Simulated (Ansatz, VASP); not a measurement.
**Rb: VASP beside Ansatz**

```
Rb
1.0
    -2.80250    2.80250    2.83053
     2.80250   -2.80250    2.83053
     2.80250    2.80250   -2.83053
Rb
1
Direct
  0.00000 0.00000 0.00000
```

Alike in both runs: functional PBE; k mesh 6 × 6 × 6; occupations fermi-dirac, width 0.05 eV; no spin polarisation.

|  | VASP | Ansatz |
| --- | --- | --- |
| version | VASP 6.6.1 | Ansatz 0.2.0 |
| potentials or method | VASP PAW PBE potentials, release 64 (Rb_sv) | Ansatz PAW |
| plane-wave cutoff (eV) | 500 | 420 |
| valence electrons in the cell | 9 | 9 |
| task | single point | band structure |

```csv
,VASP,Ansatz,Ansatz less VASP
gap on the k mesh at the Fermi level (eV),none,none,-
pressure (GPa),0.1,0.1,0.00
```

A gap of «none» marks a metal or a gap that the smearing closes.
